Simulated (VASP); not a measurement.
Write the native input for VASP 6.6.1 that does the following.

```
Task                   : single point
Functional             : PBEsol
Potentials or basis    : VASP PAW PBE potentials, release 64 (Fe_sv)
Cutoff                 : 690 eV
k mesh                 : 12 × 12 × 12
Occupations            : fermi-dirac, width 0.1 eV
Spin                   : collinear spin, ferromagnetic start
Starting moments       : [0.62] μB
Fixed moment           : 0.62 μB
Hubbard terms          : Fe d U = 5.3 eV
Dipole correction      : no
Further INCAR settings : ALGO = Normal; EDIFF = 1e-06; NBANDS = 18
```

The structure of Fe lies in POSCAR:

```
Fe
1.0
   -1.4455000000      1.4455000000      1.4455000000
    1.4455000000     -1.4455000000      1.4455000000
    1.4455000000      1.4455000000     -1.4455000000
Fe
1
Direct
    0.0000000000      0.0000000000      0.0000000000
```

The input as run:

INCAR

```
PREC     = Accurate       # precision mode
ENCUT    = 690            # plane-wave cutoff, eV
EDIFF    = 1E-6           # SCF threshold, eV
ISMEAR   = -1             # smearing method
SIGMA    = 0.1            # smearing width, eV
LREAL    = F              # projectors in reciprocal space
LASPH    = T              # aspherical terms in the spheres
NELM     = 200            # most SCF steps
ALGO     = Normal         # electronic algorithm
ISIF     = 2              # what is computed and relaxed
LWAVE    = F              # write WAVECAR
LCHARG   = F              # write CHGCAR
ISPIN    = 2              # spin polarisation
MAGMOM   = 0.62           # initial moments
LORBIT   = 11             # projections on sites
NUPDOWN  = 0.62           # fixed moment
LMAXMIX  = 4              # l up to which the mixer works
LDAU     = T              # DFT+U
LDAUTYPE = 2            
LDAUL    = 2              # shell
LDAUU    = 5.3            # U, eV
LDAUJ    = 0            
LDAUPRINT= 1            
GGA      = PS             # functional
NBANDS   = 18             # bands
GGA_COMPAT= F
```

KPOINTS

```
regular mesh
0
Gamma
  12 12 12
```

Potentials or basis: VASP PAW PBE potentials, release 64 (Fe_sv).

Run with:

```sh
$ cat potpaw_PBE.64/Fe_sv/POTCAR > POTCAR
$ mpirun -np 1 vasp_std > vasp.out
```

Results of the run:

The pressure is -7.4 GPa, the net moment is 0.62 μB per cell and the site moments are Fe +0.64 μB. The valence electrons inside the program's atomic spheres are Fe 13.78.

Caveat: the cell stands under tension; the PAW data sets were made with another functional, which shifts forces and pressure a little; the total moment is fixed, so each spin has its own Fermi level and the state may be an excited one; the U is typed as a test and isn't derived for this compound.

Wall time 39 s on 1 thread of Intel(R) Xeon(R) Platinum 8259CL CPU @ 2.50GHz (Skylake/Cascade Lake), on a shared host, peak memory 0.17 GiB.
